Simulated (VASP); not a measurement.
Wanted: the native input for a VASP 6.6.1 run.

```
Task                   : single point
Functional             : PBEsol
Potentials or basis    : VASP PAW PBE potentials, release 64 (Si, O)
Cutoff                 : 520 eV
k mesh                 : 6 × 6 × 4
Occupations            : gaussian, width 0.02 eV
Spin                   : no spin polarisation
Dipole correction      : no
Further INCAR settings : ALGO = Normal; EDIFF = 1e-06; NBANDS = 44
```

The structure of SiO2 lies in POSCAR:

```
SiO2
1.0
    4.8769480210      0.0000000000      0.0000000000
    0.0000000000      4.8769480210      0.0000000000
    0.0000000000      0.0000000000      7.1318324138
Si O
4 8
Direct
    0.1961481169      0.1961481169      0.0000000000
    0.3038518831      0.6961481169      0.7500000000
    0.6961481169      0.3038518831      0.2500000000
    0.8038518831      0.8038518831      0.5000000000
    0.6141995388      0.7373994315      0.6831483969
    0.3858004612      0.2626005685      0.1831483969
    0.7373994315      0.6141995388      0.3168516031
    0.2373994315      0.8858004612      0.9331483969
    0.2626005685      0.3858004612      0.8168516031
    0.1141995388      0.7626005685      0.5668516031
    0.8858004612      0.2373994315      0.0668516031
    0.7626005685      0.1141995388      0.4331483969
```

This cell differs from its parent crystal: biaxial strain in the a-b plane: -3.0 %.

These files were run (other wordings do the same):

INCAR

```
SYSTEM = SiO2
ALGO = Normal ; EDIFF = 1E-6
ENCUT = 520 ; GGA = PS
ISIF = 2 ; ISMEAR = 0
LASPH = .TRUE. ; LCHARG = .FALSE.
LREAL = .FALSE. ; LWAVE = .FALSE.
NBANDS = 44 ; NELM = 80
PREC = Accurate ; SIGMA = 0.02
```

KPOINTS

```
k-points
0
G
  6 6 4
  0 0 0
```

Potentials or basis: VASP PAW PBE potentials, release 64 (Si, O).

Command:

```sh
$ cat potpaw_PBE.64/Si/POTCAR potpaw_PBE.64/O/POTCAR > POTCAR
$ mpirun -np 1 vasp_std > vasp.out
```

Results of the run:

```
Pressure               : 2.6 GPa
Largest force          : 0.927 eV/Å
Band gap on the k mesh : 5.66 eV
```

Caveat: the cell differs from its parent crystal (biaxial strain in the a-b plane: -3.0 %); the stress differs along the axes, from -3 to 5 GPa; the PAW data sets were made with another functional, which shifts forces and pressure a little.

Wall time 5.1 min on 1 thread of Intel Xeon 8259CL (shared host), peak memory 0.33 GiB.
